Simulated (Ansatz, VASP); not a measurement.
# Te: VASP beside Ansatz

```
Te
1.0
    -2.92842    2.55678    1.54055
     2.55678   -2.92842    1.54055
     3.90342    3.90342   -2.22122
Te
2
Cartesian
  6.3825 1.0527 -0.6807
  0.4723 3.0595 0.4299
```

Alike in both runs: task single point; functional PBEsol; k mesh 14 × 14 × 7; occupations fermi-dirac, width 0.1 eV; no spin polarisation.

```csv
,VASP,Ansatz
version,VASP 6.6.1,Ansatz 0.2.0
potentials or method,"VASP PAW PBE potentials, release 64 (Te), cutoff 520 eV","plane waves (420 eV) with PAW, scalar-relativistic"
valence electrons in the cell,12,32
```

Ansatz gave:

- pressure (GPa): -2.0
- traceless stress, the component that is largest in VASP (GPa): -0.73

Which values does VASP return?

Pressure (GPa): -2.0; traceless stress, the component that is largest in VASP (GPa): -0.71.

VASP's potentials were made for PBE, not for PBEsol, and Ansatz warns of the same on its side. VASP's potentials hold 12 valence electrons a cell and Ansatz's 32, so a difference there can come from the potentials and not from the codes.

Neither program's run includes spin-orbit coupling.
